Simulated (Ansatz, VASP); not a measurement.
One calculation of Ta2N, two programs

The input INCAR:

```
SYSTEM = Ta2N
ALGO = Normal ; EDIFF = 1E-6
ENCUT = 520 ; GGA = PS
ISIF = 2 ; ISMEAR = 0
LASPH = .TRUE. ; LCHARG = .FALSE.
LREAL = .FALSE. ; LWAVE = .FALSE.
NBANDS = 36 ; NELM = 60
PREC = Accurate ; SIGMA = 0.15
```

File KPOINTS:

```
k-points
0
G
  17 17 5
  0 0 0
```

File POSCAR:

```
Ta2N
1.0
   -3.0786153856      0.0000000000      0.0000000000
   -1.5393076928     -2.6661591324      0.0000000000
    0.0000000000      0.0000000000     11.6465143614
Ta N
4 2
Direct
    0.6666666667      0.6666666667      0.1019835912
    0.6666666667      0.6666666667      0.5161209916
    0.3333333333      0.3333333333      0.7262912095
    0.3333333333      0.3333333333      0.3121538091
    0.0000000000      0.0000000000      0.2070687002
    0.0000000000      0.0000000000      0.6212061005
```

Input for Ansatz:

```yaml
crystal:
  lattice:
    - [-3.0786153856, 0.0, 0.0]
    - [-1.5393076928, -2.6661591324, 0.0]
    - [0.0, 0.0, 11.6465143614]
  atoms:
    - { symbol: Ta, position: [0.6666666667, 0.6666666667, 0.1019835912] }
    - { symbol: Ta, position: [0.6666666667, 0.6666666667, 0.5161209916] }
    - { symbol: Ta, position: [0.3333333333, 0.3333333333, 0.7262912095] }
    - { symbol: Ta, position: [0.3333333333, 0.3333333333, 0.3121538091] }
    - { symbol: "N", position: [0.0, 0.0, 0.2070687002] }
    - { symbol: "N", position: [0.0, 0.0, 0.6212061005] }
basis:
  ecutwfc: 420
kpoints:
  mp_grid: { grid: [17, 17, 5] }
hamiltonian:
  xc: pbesol
scf:
  occupations: { method: gaussian, width: 0.15 }
output:
  forces: true
  stress: true
  eigenvalues: true
```

Alike in both runs: task single point; functional PBEsol; k mesh 17 × 17 × 5; occupations gaussian, width 0.15 eV; no spin polarisation.

|  | VASP | Ansatz |
| --- | --- | --- |
| version | VASP 6.6.1 | Ansatz 0.2.0 |
| potentials or method | VASP PAW PBE potentials, release 64 (Ta_pv, N), cutoff 520 eV | scalar-relativistic, plane waves, PAW |
| valence electrons in the cell | 54 | 62 |

Ansatz gave:

| Quantity | Value |
| --- | --- |
| gap on the k mesh at the Fermi level (eV) | none |
| pressure (GPa) | -6.6 |
| traceless stress, the component that is largest in VASP (GPa) | -1.17 |
| rms of the force components (eV/Å) | 0.101 |

Question: Which values does VASP return?

Answer: gap on the k mesh at the Fermi level (eV): none; pressure (GPa): -6.2; traceless stress, the component that is largest in VASP (GPa): -1.22; rms of the force components (eV/Å): 0.111.

VASP's potentials were made for PBE, not for PBEsol. Atom by atom the forces differ by 0.024 eV/Å (rms over components). A gap of «none» marks a metal or a gap that the smearing closes. VASP's potentials hold 54 valence electrons a cell and Ansatz's 62, so a difference there can come from the potentials and not from the codes.

Neither program's run includes spin-orbit coupling.
